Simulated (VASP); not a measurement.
Here is a VASP 6.6.1 calculation.

INCAR

```
SYSTEM = W2C
  ALGO = Normal
  EDIFF = 1E-6
  ENCUT = 600
  GGA = PS
  GGA_COMPAT = .FALSE.
  ISIF = 2
  ISMEAR = 0
  LASPH = .TRUE.
  LCHARG = .FALSE.
  LREAL = .FALSE.
  LWAVE = .FALSE.
  NBANDS = 23
  NELM = 120
  PREC = Accurate
  SIGMA = 0.1
```

The input KPOINTS:

```
k-points
0
G
  6 6 4
  0 0 0
```

File POSCAR:

```
W2C
1.0
    3.0700456420      0.0000000000      0.0000000000
   -1.5350228210      2.6587375167      0.0000000000
    0.0000000000      0.0000000000      4.6784280000
W C
2 1
Direct
    0.3333333333      0.6666666667      0.7463310000
    0.6666666667      0.3333333333      0.2536690000
    0.0000000000      0.0000000000      0.0000000000
```

Potentials or basis: VASP PAW PBE potentials, release 64 (W_sv, C).

The run is started by

```bash
$ cat potpaw_PBE.64/W_sv/POTCAR potpaw_PBE.64/C/POTCAR > POTCAR
$ mpirun -np 1 vasp_std > vasp.out
```

Q: Predict the pressure.

A: -9.4 GPa.

Q: Predict the band gap on the k mesh.

A: Zero (bands 16 and 17 overlap by 2.46 eV).

Q: What does it give for the largest force?

A: 0.289 eV/Å.

Forces in eV/Å, atoms in the order of the input:
```
W    0.000  0.000  0.289
W    0.000  0.000 -0.289
C    0.000  0.000  0.000
```

Caveat: the k points lie up to 0.39 Å⁻¹ apart, too coarse for converged energies and pressures of a metal; the PAW data sets were made with another functional, which shifts forces and pressure a little; spin-orbit coupling is left out, which moves the levels of the heavy elements.
